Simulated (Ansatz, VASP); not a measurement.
Given: the input of a run of Ansatz 0.2.0 on NaCu.

input.yaml

```yaml
crystal:
  lattice:
    - [2.94223675, 0.0, 0.0]
    - [0.0, 2.94223675, 0.0]
    - [0.0, 0.0, 4.04091276]
  atoms:
    - { symbol: Na, position: [0.0, 0.0, 0.0] }
    - { symbol: Cu, position: [0.5, 0.5, 0.5] }
hamiltonian:
  xc: blyp
  pseudopotentials: { kind: paw }
kpoints:
  mp_grid: { grid: [9, 9, 7] }
  band_path:
    path:
      - [[0.0, 0.0, 0.0], [0.0, 0.5, 0.0], [0.5, 0.5, 0.0], [0.0, 0.0, 0.0], [0.0, 0.0, 0.5], [0.0, 0.5, 0.5], [0.5, 0.5, 0.5], [0.0, 0.0, 0.5]]
      - [[0.0, 0.5, 0.0], [0.0, 0.5, 0.5]]
      - [[0.5, 0.5, 0.0], [0.5, 0.5, 0.5]]
    npoints: 14
scf:
  occupations: { method: fermi_dirac, width: 0.05 }
  n_extra_bands: 6
output:
  forces: true
  stress: true
  eigenvalues: true
  fatbands: false
```

Potentials or basis: Ansatz PAW.

Run with:

```sh
$ ansatz run input.yaml --threads 2 --pin off --max-ram 5632MiB --backend cpu --events-out ev --progress --plain --runs-dir out
```

Translate it to VASP 6.6.1. Potentials there: VASP PAW PBE potentials, release 64 (Na_pv, Cu).

As run (the cutoff follows the program's own potentials):

The input INCAR:

```
AGGAC = 1.0 ; AGGAX = 1.0
ALDAC = 0.0 ; ALDAX = 1.0
ALGO = Normal ; EDIFF = 1E-7
ENCUT = 520 ; GGA = B5
ISIF = 2 ; ISMEAR = -1
LASPH = True ; LCHARG = False
LMAXMIX = 4 ; LREAL = False
LWAVE = False ; NBANDS = 16
NELM = 100 ; PREC = Accurate
SIGMA = 0.05
```

The input KPOINTS:

```
k-points
0
Gamma
  9 9 7
```

POSCAR

```
NaCu
1.0
    2.9422367500      0.0000000000      0.0000000000
    0.0000000000      2.9422367500      0.0000000000
    0.0000000000      0.0000000000      4.0409127600
Na Cu
1 1
Direct
    0.0000000000      0.0000000000      0.0000000000
    0.5000000000      0.5000000000      0.5000000000
```

The input KPOINTS_OPT:

```
path GXMGZRAZ,XR,MA
15
line-mode
reciprocal
 0.0000000000  0.0000000000  0.0000000000  G
 0.0000000000  0.5000000000  0.0000000000  X

 0.0000000000  0.5000000000  0.0000000000  X
 0.5000000000  0.5000000000  0.0000000000  M

 0.5000000000  0.5000000000  0.0000000000  M
 0.0000000000  0.0000000000  0.0000000000  G

 0.0000000000  0.0000000000  0.0000000000  G
 0.0000000000  0.0000000000  0.5000000000  Z

 0.0000000000  0.0000000000  0.5000000000  Z
 0.0000000000  0.5000000000  0.5000000000  R

 0.0000000000  0.5000000000  0.5000000000  R
 0.5000000000  0.5000000000  0.5000000000  A

 0.5000000000  0.5000000000  0.5000000000  A
 0.0000000000  0.0000000000  0.5000000000  Z

 0.0000000000  0.5000000000  0.0000000000  X
 0.0000000000  0.5000000000  0.5000000000  R

 0.5000000000  0.5000000000  0.0000000000  M
 0.5000000000  0.5000000000  0.5000000000  A
```

Potentials or basis: VASP PAW PBE potentials, release 64 (Na_pv, Cu).

Run with:

```sh
$ cat potpaw_PBE.64/Na_pv/POTCAR potpaw_PBE.64/Cu/POTCAR > POTCAR
$ mpirun -np 1 vasp_std > vasp.out
```

Both were run:

|  | VASP | Ansatz | Ansatz less VASP |
| --- | --- | --- | --- |
| gap on the k mesh at the Fermi level (eV) | none | none | - |
| pressure (GPa) | 4.8 | 4.7 | -0.16 |
| traceless stress, the component that is largest in VASP (GPa) | 1.30 | 1.37 | +0.062 |

VASP's potentials were made for PBE, not for BLYP. A gap of «none» marks a metal or a gap that the smearing closes. VASP's potentials hold 18 valence electrons a cell and Ansatz's 28, so a difference there can come from the potentials and not from the codes.
